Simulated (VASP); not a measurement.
Write the native input for VASP 6.6.1 that does the following.

- Task: single point
- Functional: LDA
- Potentials or basis: VASP PAW LDA potentials, release 64 (C_h)
- Cutoff: 910 eV
- k mesh: 12 × 12 × 12
- Occupations: gaussian, width 0.02 eV
- Spin: no spin polarisation
- Dipole correction: no
- Second run: hard_potentials
- Further INCAR settings: ALGO = Normal; EDIFF = 1e-06; NBANDS = 11

The structure of C lies in POSCAR:

```
C
1.0
    0.0000000000      1.7658688105      1.7658688105
    1.7658688105      0.0000000000      1.7658688105
    1.7658688105      1.7658688105      0.0000000000
C
2
Direct
    0.0000000000      0.0000000000      0.0000000000
    0.2500000000      0.2500000000      0.2500000000
```

The input as run:

INCAR

```
PREC = Accurate
ENCUT = 910
EDIFF = 1E-6
ISMEAR = 0
SIGMA = 0.02
LREAL = False
LASPH = True
NELM = 120
ALGO = Normal
ISIF = 2
LWAVE = False
LCHARG = True
LELF = True
LVHAR = True
NBANDS = 11
GGA_COMPAT = False
```

KPOINTS

```
regular mesh
0
Gamma
  12 12 12
```

Potentials or basis: VASP PAW LDA potentials, release 64 (C_h).

Run with:

```sh
$ cat potpaw_LDA.64/C_h/POTCAR > POTCAR
$ mpirun -np 1 vasp_std > vasp.out
```

Results of the run:

```yaml
Pressure: 0.7 GPa
Band_gap_on_the_k_mesh: 4.20 eV, indirect (least direct gap 5.63 eV)
```

Caveat: the cutoff is under 1.25 times the usual one of these potentials, so pressure, stress and relaxed cells hold a basis-set (Pulay) error.

It took 20 s on 1 thread of AMD EPYC 7R13 Processor (Zen 3) (shared host), peak memory 0.1 GiB.
